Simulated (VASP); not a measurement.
# HC6: single point with LDA

The system is HC6, a wire with vacuum.

```
C H
1.0
     4.88891    0.00000    0.00000
    -1.22223    8.78428    0.00000
     0.00000    0.00000   22.74730
C H
12 2
Cartesian
  0.0000 0.6802 4.0000
  2.4445 0.6802 4.0000
  1.2222 0.8503 4.6849
  3.6667 0.8503 4.6849
  1.2222 1.1904 6.0546
  3.6667 1.1904 6.0546
  0.0000 1.3569 6.7217
  2.4445 1.3569 6.7217
  0.0000 1.7154 8.1516
  2.4445 1.7154 8.1516
  1.2222 1.8661 8.7473
  3.6667 1.8661 8.7473
  0.0517 1.3440 10.4773
  -0.0517 2.0869 10.4773
```

```yaml
Program: VASP 6.6.1
Task: single point
Functional: LDA
Potentials_or_basis: VASP PAW LDA potentials, release 64 (C, H)
Cutoff: 520 eV
k_mesh: 6 × 3 × 1
Occupations: gaussian, width 0.1 eV
Spin: no spin polarisation
Dipole_correction: yes
Further_INCAR_settings: ALGO = Normal; EDIFF = 1e-06; NBANDS = 38
```

- Largest force: 3.161 eV/Å
- Band gap on the k mesh: 0.06 eV

Forces on the atoms (eV/Å):
```
C   -0.002  0.365  1.619
C    0.002  0.440  1.530
C    0.062 -0.792 -3.060
C   -0.062 -0.793 -3.059
C    0.160  0.304  1.268
C   -0.160  0.309  1.273
C    0.003  0.332  0.474
C   -0.002  0.068  0.111
C   -0.002  0.103 -0.027
C    0.004 -0.166 -0.788
C    0.250 -0.249  0.415
C   -0.238 -0.154  0.455
H    0.344 -1.163 -0.039
H   -0.359  1.396 -0.172
```

Levels at points of the mesh, in eV from the valence-band top:
```
           k point  band 23  band 24  band 25  band 26  band 27  band 28
(0.00, 0.00, 0.00)    -1.07    -0.21    -0.15     0.11     0.81     0.86
(0.50, 0.00, 0.00)    -1.84    -0.65     0.00     0.06     0.37     2.79
```

Run time: 20 min on 1 thread of Oxide Virtual Turin-like Processor (shared host), peak memory 0.76 GiB.
